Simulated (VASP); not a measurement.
# TePb (k07.b): single point with PBE

TePb (k07.b):

```
Te Pb
1.0
     0.00000    3.18301    3.18301
     3.18301    0.00000    3.18301
     3.18301    3.18301    0.00000
Te Pb
1 1
Cartesian
  3.1830 3.1830 3.1830
  0.0000 0.0000 0.0000
```

This cell differs from its parent crystal: volume scaled by 0.91.

```yaml
Program: VASP 6.6.1
Task: single point
Functional: PBE
Potentials_or_basis: VASP PAW PBE potentials, release 64 (Te, Pb_d)
Cutoff: 500 eV
k_mesh: 10 × 10 × 10
Occupations: gaussian, width 0.02 eV
Spin: no spin polarisation
```

* Pressure: 4.4 GPa
* Band gap on the k mesh: 0.63 eV, direct

Levels at points of the mesh, in eV from the valence-band top:
| k point | band 8 | band 9 | band 10 | band 11 | band 12 | band 13 |
| --- | --- | --- | --- | --- | --- | --- |
| (0.00, 0.00, 0.00) | -1.54 | -1.54 | -1.54 | 4.11 | 4.11 | 4.11 |
| (0.50, 0.00, 0.00) | -1.05 | -1.05 | 0.00 | 0.63 | 1.14 | 1.14 |
| (0.50, 0.50, 0.00) | -4.88 | -3.08 | -3.08 | 3.07 | 5.63 | 5.63 |

It took 52 s on 1 thread of AMD EPYC 7R43 64-Core Processor (Zen 3) (shared host), peak memory 0.19 GiB.

Caveat: spin-orbit coupling is left out, which moves the levels of the heavy elements. A k mesh can miss the band edges.
